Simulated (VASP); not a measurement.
# Cr in VASP: further runs

Runs on Cr. Level: PBE. Tasks: single point.

Program: VASP 6.6.1. These are calculated values, not measurements. Logs are shortened: lines on timing, memory, paths and dates and some standing lists are left out, and cuts for length are marked.

## (1) The cell of the first run

The typed cell holds 1 atom: a = 2.569 Å, b = 2.569 Å, c = 2.569 Å, α = 120.00°, β = 120.00°, γ = 90.01°.

## (2) Single point, PBE

Input file INCAR:

```
PREC = Accurate
ENCUT = 520
EDIFF = 1E-6
ISMEAR = 0
SIGMA = 0.15
LREAL = F
LASPH = T
NELM = 80
ALGO = Fast
ISIF = 2
LWAVE = F
LCHARG = F
GGA = PE
NBANDS = 12
```

Input file KPOINTS:

```
Automatic mesh
0
Gamma
  26 26 26
```

Input file POSCAR:

```
Cr
1.0
   -1.2846960778      1.2846960778      1.8165602540
    1.2846960778     -1.2846960778      1.8165602540
    1.2846960778      1.2846960778     -1.8165602540
Cr
1
Direct
    0.0000000000      0.0000000000      0.0000000000
```

Potentials or basis: VASP PAW PBE potentials, release 64 (Cr_pv).

The run is started by

```
$ cat potpaw_PBE.64/Cr_pv/POTCAR > POTCAR
$ mpirun -np 1 vasp_std > vasp.out
```

OUTCAR:

```text
PREC = Accurate
   ENCUT = 520
   EDIFF = 1E-6
   ISMEAR = 0
   LREAL = F
   LASPH = T
   NELM = 80
   ISIF = 2
   GGA = PE

 ion  position               nearest neighbor table
   1  0.000  0.000  0.000-

  LATTYP: Found a body centered tetragonal cell.
 ALAT       =     2.5693921556
 C/A-ratio  =     1.4140000000

  Lattice vectors:

 A1 = (  -1.2846960778,   1.2846960778,   1.8165602540)
 A2 = (   1.2846960778,  -1.2846960778,   1.8165602540)
 A3 = (   1.2846960778,   1.2846960778,  -1.8165602540)

Analysis of symmetry for initial positions (statically):
=====================================================================
 Subroutine PRICEL returns:
 Original cell was already a primitive cell.

 Routine SETGRP: Setting up the symmetry group for a
 body centered tetragonal supercell.

 Subroutine GETGRP returns: Found 16 space group operations
 (whereof 16 operations were pure point group operations)
 out of a pool of 16 trial point group operations.

The static configuration has the point symmetry D_4h.

Analysis of symmetry for dynamics (positions and initial velocities):
=====================================================================
 Subroutine PRICEL returns:
 Original cell was already a primitive cell.

 Routine SETGRP: Setting up the symmetry group for a
 body centered tetragonal supercell.

 Subroutine GETGRP returns: Found 16 space group operations
 (whereof 16 operations were pure point group operations)
 out of a pool of 16 trial point group operations.

The dynamic configuration has the point symmetry D_4h.

 Subroutine INISYM returns: Found 16 space group operations
 (whereof 16 operations are pure point group operations),
 and found     1 'primitive' translations

----------------------------------------------------------------------------------------

                                     Primitive cell

  volume of cell :      11.9925

  direct lattice vectors                    reciprocal lattice vectors
    -1.284696078  1.284696078  1.816560254     0.000000000  0.389197109  0.275245481
     1.284696078 -1.284696078  1.816560254     0.389197109  0.000000000  0.275245481
     1.284696078  1.284696078 -1.816560254     0.389197109  0.389197109  0.000000000

  length of vectors
     2.569198159  2.569198159  2.569198159     0.476691163  0.476691163  0.550407831

  position of ions in fractional coordinates (direct lattice)
     0.000000000  0.000000000  0.000000000

  ion indices of the primitive-cell ions
   primitive index   ion index
                 1           1

----------------------------------------------------------------------------------------

 KPOINTS: Automatic mesh

Automatic generation of k-mesh.
 Grid dimensions read from file:
 generate k-points for:   26   26   26

 Generating k-lattice:

  Cartesian coordinates                     Fractional coordinates (reciprocal lattice)
     0.000000000  0.014969120  0.010586365     0.038461538  0.000000000  0.000000000
     0.014969120  0.000000000  0.010586365     0.000000000  0.038461538  0.000000000
     0.014969120  0.014969120  0.000000000     0.000000000  0.000000000  0.038461538

  Length of vectors
     0.018334275  0.018334275  0.021169532

  Shift w.r.t. Gamma in fractional coordinates (k-lattice)
     0.000000000  0.000000000  0.000000000

 Subroutine IBZKPT returns following result:
 ===========================================

 Found   1330 irreducible k-points:

 Following reciprocal coordinates:
            Coordinates               Weight
  0.000000  0.000000  0.000000      1.000000
  0.038462 -0.000000  0.000000      8.000000
  0.076923 -0.000000  0.000000      8.000000
  0.115385 -0.000000  0.000000      8.000000
  0.153846  0.000000  0.000000      8.000000
  0.192308 -0.000000  0.000000      8.000000
[... 16 lines left out ...]
  0.346154  0.038462  0.000000     16.000000
  0.384615  0.038462  0.000000     16.000000
 [... further k-points ...]
   k-points           NKPTS =   1330   k-points in BZ     NKDIM =   1330   number of bands    NBANDS=     12
   number of dos      NEDOS =    301   number of ions     NIONS =      1
   total plane-waves  NPLWV =   8000
   dimension x,y,z NGX =    20 NGY =   20 NGZ =   20
   dimension x,y,z NGXF=    40 NGYF=   40 NGZF=   40
   ions per type =               1
   NGX,Y,Z   is equivalent  to a cutoff of  12.94, 12.94, 12.94 a.u.
   NGXF,Y,Z  is equivalent  to a cutoff of  25.88, 25.88, 25.88 a.u.
 SYSTEM =  unknown system
   PREC   = accura    normal or accurate (medium, high low for compatibility)
   ISTART =      0    job   : 0-new  1-cont  2-samecut
   ICHARG =      2    charge: 1-file 2-atom 10-const
   ISPIN  =      1    spin polarized calculation?
   LNONCOLLINEAR =      F non collinear calculations
   LSORBIT =      F    spin-orbit coupling
   LASPH  =      T    aspherical Exc in radial PAW
   ENCUT  =  520.0 eV  38.22 Ry    6.18 a.u.   4.78  4.78  4.78*2*pi/ulx,y,z
   NELM   =     80;   NELMIN=  2; NELMDL= -5     # of ELM steps
   EDIFF  = 0.1E-05   stopping-criterion for ELM
   LREAL  =      F    real-space projection
   EDIFFG = 0.1E-04   stopping-criterion for IOM
   NSW    =      0    number of steps for IOM
   IBRION =     -1    ionic relax: 0-MD 1-quasi-New 2-CG
   NFREE  =      0    steps in history (QN), initial steepest desc. (CG)
   ISIF   =      2    stress and relaxation
   ISYM   =      2    0-nonsym 1-usesym 2-fastsym
   POTIM  = 0.5000    time-step for ionic-motion
   TEBEG  =    0.0;   TEEND  =   0.0 temperature during run
   PSTRESS=    0.0 pullay stress
   NELECT =      12.0000    total number of electrons
   NUPDOWN=      -1.0000    fix difference up-down
   EMIN   =  10.00;   EMAX   =-10.00  energy-range for DOS
   EFERMI =   0.00;   METHOD = LEGACY
   ISMEAR =     0;   SIGMA  =   0.15  broadening in eV -4-tet -1-fermi 0-gaus
   EFERMI_NEDOS =   21; number of points for ismear=-14 and -15
   IALGO  =     68    algorithm
   IMIX   =      4    mixing-type and parameters
     AMIX     =   0.40;   BMIX     =  1.00
     AMIX_MAG =   1.60;   BMIX_MAG =  1.00
  volume/ion in A,a.u.               =      11.99        80.93
  Fermi-wavevector in a.u.,A,eV,Ry     =   1.637439  3.094310 36.480015  2.681205
  Thomas-Fermi vector in A             =   2.728578
   LORBIT       =      0    0 simple, 1 ext, 2 COOP (PROOUT), +10 PAW based schemes
   GGA     = PE    functional components
   LHFCALC =     F    Hartree Fock is set to
   AEXX    =    0.0000 exact exchange contribution
   IVDW    =     0    specifies the selected vdW correction
   LEPSILON=     F    determine dielectric tensor
   LRPA    =     F    only Hartree local field effects (RPA)
 non-spin polarized calculation
 RMM-DIIS sequential band-by-band and
 Gauss-broadening in eV      SIGMA  =   0.15
  energy-cutoff  :      520.00
  volume of cell :       11.99
 maximum number of plane-waves:       332
   NGX =  9   NGY =  9   NGZ =  9

 number of electron      12.0000008 magnetization

 Free energy of the ion-electron system (eV)
  ---------------------------------------------------
  ext. energy  EPLUGINS =         0.00000000
  ---------------------------------------------------
  free energy    TOTEN  =        -9.13205201 eV

  energy without entropy =       -9.11058238  energy(sigma->0) =       -9.12131720

 E-fermi :  10.2029     XC(G=0): -13.4428

 val. band max:       10.2025586842   @ k =   0.1154   0.1154   0.0000
 cond. band min:      10.2034495708   @ k =  -0.4231   0.0385  -0.0000
 fundamental gap:      0.0008908866
 Fermi energy:        10.2028688560

 k-point     1 :       0.0000    0.0000    0.0000
  band No.  band energies     occupation
      1     -32.1837      2.00000
      2     -32.1837      2.00000
      3     -32.1836      2.00000
      4       2.7338      2.00000
      5       9.7818      1.99993
      6       9.7818      1.99993
      7       9.7832      1.99992
      8      11.5143      0.00000
      9      11.5159      0.00000
     10      17.7125      0.00000
     11      29.9458      0.00000
     12      35.4975      0.00000

 k-point     2 :       0.0385   -0.0000    0.0000
  band No.  band energies     occupation
      1     -32.1960      2.00000
      2     -32.1853      2.00000
      3     -32.1852      2.00000
      4       2.7936      2.00000
      5       9.7535      1.99998
      6       9.8020      1.99984
      7       9.8029      1.99984
      8      11.5028      0.00000
      9      11.5043      0.00000
     10      17.7124      0.00000
     11      29.9690      0.00000
     12      34.9446      0.00000

 k-point     3 :       0.0769   -0.0000    0.0000
  band No.  band energies     occupation
      1     -32.2321      2.00000
      2     -32.1898      2.00000
      3     -32.1898      2.00000
      4       2.9710      2.00000
      5       9.6714      2.00000
      6       9.8588      1.99882
      7       9.8597      1.99879
      8      11.4724      0.00000
      9      11.4738      0.00000
     10      17.7123      0.00000
     11      30.0038      0.00000
     12      33.6566      0.00000
[... 286 lines left out ...]
 k-point    23 :       0.3462    0.0385    0.0000
  band No.  band energies     occupation
      1     -32.8511      2.00000
      2     -32.2846      2.00000
      3     -32.2650      2.00000
      4       6.0919      2.00000
      5       9.5906      2.00000
      6       9.8236      1.99965
      7       9.8655      1.99853
      8      12.1138      0.00000
      9      12.4491      0.00000
     10      17.7098      0.00000
     11      22.1900      0.00000
     12      29.5505      0.00000

 k-point    24 :       0.3846    0.0385    0.0000
  band No.  band energies     occupation
      1     -32.9165      2.00000
      2     -32.2920      2.00000
      3     -32.2753      2.00000
      4       6.2646      2.00000
      5       9.7181      2.00000
      6       9.7868      1.99991
      7      10.0551      1.83635
      8      12.3403      0.00000
      9      12.6553      0.00000
     10      17.7083      0.00000
     11      21.0397      0.00000
     12      29.2479      0.00000

 [... further k-points ...]
[... 5 lines left out ...]
  --------------------------------------------------------------------------------------
  -------------------------------------------------------------------------------------
  Total       -0.1873584     -0.1873584     -0.1909520      0.0000000      0.0000000     -0.0000000
  in kB      -25.0307062    -25.0307062    -25.5108125      0.0000000      0.0000000     -0.0000000
  external PRESSURE =     -25.1907416 kB  Pullay stress =       0.0000000 kB

 VOLUME and BASIS-vectors are now :
 -----------------------------------------------------------------------------
  energy-cutoff  :      520.00
  volume of cell :       11.99
      direct lattice vectors                 reciprocal lattice vectors
    -1.284696078  1.284696078  1.816560254     0.000000000  0.389197109  0.275245481
     1.284696078 -1.284696078  1.816560254     0.389197109  0.000000000  0.275245481
     1.284696078  1.284696078 -1.816560254     0.389197109  0.389197109  0.000000000

 POSITION                                       TOTAL-FORCE (eV/Angst)
 -----------------------------------------------------------------------------------
      0.00000      0.00000      0.00000        -0.000000     -0.000000     -0.000000
 -----------------------------------------------------------------------------------
    total drift:                                0.000000     -0.000000      0.000000

  FREE ENERGIE OF THE ION-ELECTRON SYSTEM (eV)
  ---------------------------------------------------
  free  energy   TOTEN  =        -9.1320520082 eV

  energy  without entropy=       -9.1105823842  energy(sigma->0) =       -9.12131720
```

It took 5.2 min on 1 thread of AMD EPYC 7R43 (Zen 3), shared host; peak memory 0.25 GiB.

Results:

- Free energy: -9.1321 eV
- Pressure: -2.5 GPa
- Band gap on the k mesh: zero (band 6 reaches 12.67 eV, above the bottom of band 7 at 9.78 eV)

Levels at points of the mesh, in eV from the Fermi level:
```csv
k point,band 4,band 5,band 6,band 7,band 8,band 9
"(0.00, 0.00, 0.00)",-7.47,-0.42,-0.42,-0.42,1.31,1.31
"(0.50, 0.00, 0.00)",-3.86,-0.54,-0.54,0.81,2.49,2.49
"(0.50, 0.50, 0.00)",-4.05,-3.22,2.47,2.80,2.80,3.66
"(0.50, 0.50, 0.50)",-4.05,-3.22,2.47,2.80,2.80,3.66
```

Caveat: the run has no spin polarisation, though such a crystal can be magnetic. Spin polarisation is off, so any magnetic state and its effect on volume and gap are missing.

## (3) Single point, PBE

Input file INCAR:

```
SYSTEM = Cr
PREC     = Accurate       ! precision mode
ENCUT    = 520            ! plane-wave cutoff, eV
EDIFF    = 1E-6           ! SCF threshold, eV
ISMEAR   = 0              ! smearing method
SIGMA    = 0.15           ! smearing width, eV
LREAL    = .FALSE.        ! projectors in reciprocal space
LASPH    = .TRUE.         ! aspherical terms in the spheres
NELM     = 100            ! most SCF steps
ALGO     = Fast           ! electronic algorithm
ISIF     = 2              ! what is computed and relaxed
LWAVE    = .FALSE.        ! write WAVECAR
LCHARG   = .FALSE.        ! write CHGCAR
GGA      = PE             ! functional
NBANDS   = 12             ! bands
```

Input file KPOINTS:

```
regular mesh
0
G
  26 26 26
  0 0 0
```

Input file POSCAR:

```
Cr
1.0
   -1.2596593511      1.2596593511      1.8894890267
    1.2596593511     -1.2596593511      1.8894890267
    1.2596593511      1.2596593511     -1.8894890267
Cr
1
Direct
    0.0000000000      0.0000000000      0.0000000000
```

Potentials or basis: VASP PAW PBE potentials, release 64 (Cr_pv).

The run is started by

```
$ cat potpaw_PBE.64/Cr_pv/POTCAR > POTCAR
$ mpirun -np 1 vasp_std > vasp.out
```

It took 5.1 min on 1 thread of AMD EPYC 7R43 (Zen 3), shared host; peak memory 0.25 GiB.

The run converged. Its results:

* Free energy: -9.1546 eV
* Pressure: -2.8 GPa
* Band gap on the k mesh: zero (band 6 reaches 12.69 eV, above the bottom of band 7 at 9.93 eV)

Stress tensor (GPa, compression positive):
```
-7.17  0.00  0.00
 0.00 -7.17  0.00
 0.00  0.00  5.99
```

Levels at points of the mesh, in eV from the Fermi level:
```
           k point  band 4  band 5  band 6  band 7  band 8  band 9
(0.00, 0.00, 0.00)   -7.52   -0.82   -0.29   -0.29    0.92    1.54
(0.50, 0.00, 0.00)   -3.92   -0.87   -0.31    0.77    2.32    2.53
(0.50, 0.50, 0.00)   -4.10   -3.29    2.36    2.53    2.95    4.09
(0.50, 0.50, 0.50)   -4.10   -3.20    2.44    2.71    2.71    2.72
```

Caveat: the run has no spin polarisation, though such a crystal can be magnetic. Spin polarisation is off, so any magnetic state and its effect on volume and gap are missing.
